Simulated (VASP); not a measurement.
Write the native input for VASP 6.6.1 that does the following.

```yaml
Task: single point
Functional: PBE
Potentials_or_basis: VASP PAW PBE potentials, release 64 (Ni, Ge_d)
Cutoff: 520 eV
k_mesh: 6 × 6 × 6
Occupations: gaussian, width 0.1 eV
Spin: no spin polarisation
Dipole_correction: no
Further_INCAR_settings: ALGO = Normal; EDIFF = 1e-07; NBANDS = 19
```

The structure of NiGe lies in POSCAR:

```
NiGe
1.0
    0.0000000000      2.6631066089      2.6631066089
    2.6631066089      0.0000000000      2.6631066089
    2.6631066089      2.6631066089      0.0000000000
Ni Ge
1 1
Direct
    0.0000000000      0.0000000000      0.0000000000
    0.2500000000      0.2500000000      0.2500000000
```

One way to write it, as run:

INCAR

```
PREC = Accurate
ENCUT = 520
EDIFF = 1E-7
ISMEAR = 0
SIGMA = 0.1
LREAL = F
LASPH = T
NELM = 60
ALGO = Normal
ISIF = 2
LWAVE = F
LCHARG = F
GGA = PE
NBANDS = 19
```

KPOINTS

```
regular mesh
0
Gamma
  6 6 6
```

Potentials or basis: VASP PAW PBE potentials, release 64 (Ni, Ge_d).

Command:

```sh
$ cat potpaw_PBE.64/Ni/POTCAR potpaw_PBE.64/Ge_d/POTCAR > POTCAR
$ mpirun -np 1 vasp_std > vasp.out
```

It gave:

```
Pressure               : 0.4 GPa
Band gap on the k mesh : zero (band 12 reaches 9.81 eV, above the bottom of band 13 at 4.24 eV)
```

Run time: 8 s on 1 thread of AMD EPYC 9R45 96-Core Processor (Zen 5), on a shared host, peak memory 0.13 GiB.
